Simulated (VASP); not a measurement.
FeSi:

```
CELL_PARAMETERS angstrom
4.40305 0.00000 0.00000
0.00000 4.40305 0.00000
0.00000 0.00000 4.40305
ATOMIC_POSITIONS crystal
Fe 0.86334 0.63666 0.36334
Fe 0.63666 0.36334 0.86334
Fe 0.36334 0.86334 0.63666
Fe 0.13666 0.13666 0.13666
Si 0.15887 0.34113 0.65887
Si 0.34113 0.65887 0.15887
Si 0.65887 0.15887 0.34113
Si 0.84113 0.84113 0.84113
```

Base run:

```yaml
Program: VASP 6.6.1
Functional: r2SCAN
Potentials_or_basis: VASP PAW PBE potentials, release 64 (Fe, Si)
Cutoff: 660 eV
k_mesh: 6 × 6 × 6
Occupations: gaussian, width 0.01 eV
Spin: no spin polarisation
```

Its results: band gap on the k mesh 0.32 eV, indirect (least direct gap 0.35 eV); pressure 0.4 GPa; largest force 0.038 eV/Å.

Task: The run is repeated on the same cell with these changes: functional from r2SCAN to PBE; cutoff from 660 eV to 600 eV. What comes out?

Result: Band gap on the k mesh 0.18 eV, indirect (the least direct gap lies 2.6 meV higher); pressure 7.5 GPa; largest force 0.103 eV/Å.

r2SCAN gives the wider gap, since meta-GGAs in the generalised Kohn-Sham scheme recover part of the derivative discontinuity.

Caveats: the PAW data sets were made with another functional, which shifts forces and pressure a little (some runs).

A k mesh can miss the band edges.
